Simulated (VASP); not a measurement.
H, 2 atoms in the cell. Symmetry: P2_1/m, No. 11, monoclinic system. The conventional cell has a = 1.932 Å, b = 1.905 Å, c = 1.932 Å, α = 90.00°, β = 120.00°, γ = 90.00°. H (site symmetry m) has 14 H at 1.44 to 1.93 Å within 2.0 Å.  This cell differs from its parent crystal: atom 1 (H) moved by [0.035355, 0.035355, 0.0] A.

* Program: VASP 6.6.1
* Task: electric field gradients
* Functional: PBE
* Potentials or basis: VASP PAW PBE potentials, release 64 (H)
* Cutoff: 400 eV
* k mesh: 17 × 17 × 9
* Occupations: fermi-dirac, width 0.05 eV
* Spin: no spin polarisation
* Dipole correction: no
* Further INCAR settings: ALGO = Normal; EDIFF = 1e-08; NBANDS = 8

Potentials or basis: VASP PAW PBE potentials, release 64 (H).

Launch:

```sh
$ cat potpaw_PBE.64/H/POTCAR > POTCAR
$ mpirun -np 1 vasp_std > vasp.out
```

Hardware: 1 thread of Intel(R) Xeon(R) Platinum 8488C (Sapphire Rapids) (shared host).

Problem. Estimate the wall time of this run.

Solution. It took 13 s on 1 thread of Intel(R) Xeon(R) Platinum 8488C (Sapphire Rapids), with other jobs on the host, peak memory 0.11 GiB. Counts: scf iterations 10, k points 725.
